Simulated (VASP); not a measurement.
Write the native input for VASP 6.6.1 that does the following.

- Task: single point
- Functional: PBEsol
- Potentials or basis: VASP PAW PBE potentials, release 64 (Sn_d, Te)
- Cutoff: 520 eV
- k mesh: 10 × 10 × 10
- Occupations: gaussian, width 0.03 eV
- Spin: no spin polarisation
- Dipole correction: no
- Further INCAR settings: ALGO = Normal; EDIFF = 1e-07; NBANDS = 17

The structure of SnTe lies in POSCAR:

```
SnTe
1.0
   -0.9979852192      2.7444593527      2.7444593527
    2.7444593527     -0.9979852192      2.7444593527
    2.7444593527      2.7444593527     -0.9979852192
Sn Te
1 1
Direct
    0.0000000000      0.0000000000      0.0000000000
    0.5000000000      0.5000000000      0.5000000000
```

This cell differs from its parent crystal: ratio of the length along [111] to the lengths across it x 0.6, volume and fractional coordinates fixed.

These files were run (other wordings do the same):

INCAR

```
PREC = Accurate ; ENCUT = 520
EDIFF = 1E-7 ; ISMEAR = 0
SIGMA = 0.03 ; LREAL = F
LASPH = T ; NELM = 60
ALGO = Normal ; ISIF = 2
LWAVE = F ; LCHARG = F
GGA = PS ; NBANDS = 17
```

KPOINTS

```
Automatic mesh
0
Gamma
  10 10 10
```

Potentials or basis: VASP PAW PBE potentials, release 64 (Sn_d, Te).

Command:

```console
$ cat potpaw_PBE.64/Sn_d/POTCAR potpaw_PBE.64/Te/POTCAR > POTCAR
$ mpirun -np 1 vasp_std > vasp.out
```

Results of the run:

- Pressure: -4.4 GPa
- Band gap on the k mesh: zero (band 10 reaches 6.77 eV, above the bottom of band 11 at 4.93 eV)

Caveat: the PAW data sets were made with another functional, which shifts forces and pressure a little; spin-orbit coupling is left out, which moves the levels of the heavy elements.

It took 94 s on 1 thread of Intel(R) Xeon(R) Platinum 8488C (Sapphire Rapids) (shared host), peak memory 0.26 GiB.
